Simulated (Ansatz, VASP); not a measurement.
## Two plane-wave programs on NaCdBr3

```
Na Cd Br
1.0
     5.32747    0.00000    0.00000
     0.00000    5.46407    0.00000
     0.00000    0.00000    5.46407
Na Cd Br
1 1 3
Direct
  0.00000 0.00000 0.00000
  0.50000 0.50000 0.50000
  0.50000 0.50000 0.00000
  0.50000 0.00000 0.50000
  0.00000 0.50000 0.50000
```

Change from the starting cell: uniaxial_x strain -2.5%.

Alike in both runs: task single point; functional r2SCAN; k mesh 6 × 6 × 6; no spin polarisation.

|  | VASP | Ansatz |
| --- | --- | --- |
| version | VASP 6.6.1 | Ansatz 0.2.0 |
| potentials or method | VASP PAW PBE potentials, release 64 (Na_pv, Cd, Br) | plane waves, PAW |
| plane-wave cutoff (eV) | 520 | 500 |
| occupations | gaussian, width 0.01 eV | fixed |
| valence electrons in the cell | 40 | 50 |

|  | VASP | Ansatz | Ansatz less VASP |
| --- | --- | --- | --- |
| gap on the k mesh at the Fermi level (eV) | 1.46 | 1.48 | +0.017 |
| pressure (GPa) | 1.0 | 0.8 | -0.15 |
| traceless stress, the component that is largest in VASP (GPa) | 0.72 | 0.71 | -0.007 |

VASP's potentials were made for PBE, not for r2SCAN. VASP's potentials hold 40 valence electrons a cell and Ansatz's 50, so a difference there can come from the potentials and not from the codes.
